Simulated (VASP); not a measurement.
Input of a VASP 6.6.1 run:

POSCAR

```
CaO
1.0
    3.3199366349      0.0000000000      0.0000000000
   -1.6599683174      2.8751494648      0.0000000000
    0.0000000000      0.0000000000      6.0271122287
Ca O
2 2
Direct
    0.0000000000      0.0000000000      0.0000000000
    0.0000000000      0.0000000000      0.5000000000
    0.3333333333      0.6666666667      0.2500000000
    0.6666666667      0.3333333333      0.7500000000
```

INCAR.step1

```
PREC = Accurate ; ENCUT = 520
ISMEAR = 0 ; SIGMA = 0.01
LREAL = False ; LASPH = True
NELM = 60 ; NBANDS = 24
GGA = PE ; ALGO = Normal
EDIFF = 1E-4 ; LWAVE = True
LCHARG = False
```

File INCAR.step2:

```
PREC = Accurate ; ENCUT = 520
EDIFF = 1E-6 ; ISMEAR = 0
SIGMA = 0.01 ; LREAL = False
LASPH = True ; NELM = 60
ALGO = Normal ; ISIF = 2
LWAVE = False ; LCHARG = False
METAGGA = R2SCAN ; LMIXTAU = True
NBANDS = 24 ; ISTART = 1
```

The input KPOINTS:

```
Automatic mesh
0
Gamma
  12 12 4
```

Potentials or basis: VASP PAW PBE potentials, release 64 (Ca_sv, O).

The run is started by

```console
$ cat potpaw_PBE.64/Ca_sv/POTCAR potpaw_PBE.64/O/POTCAR > POTCAR
$ cp INCAR.step1 INCAR
$ mpirun -np 1 vasp_std > vasp.out
$ cp INCAR.step2 INCAR
$ mpirun -np 1 vasp_std > vasp.out
```

(1) Predict the band gap on the k mesh.

(2) Predict the pressure.

Answers

(1) 4.12 eV.

(2) -3.1 GPa.

Caveat: the cell differs from its parent crystal (uniaxial z strain +3.7%); the stress differs along the axes, from -9 to 0 GPa; the PAW data sets were made with another functional, which shifts forces and pressure a little.
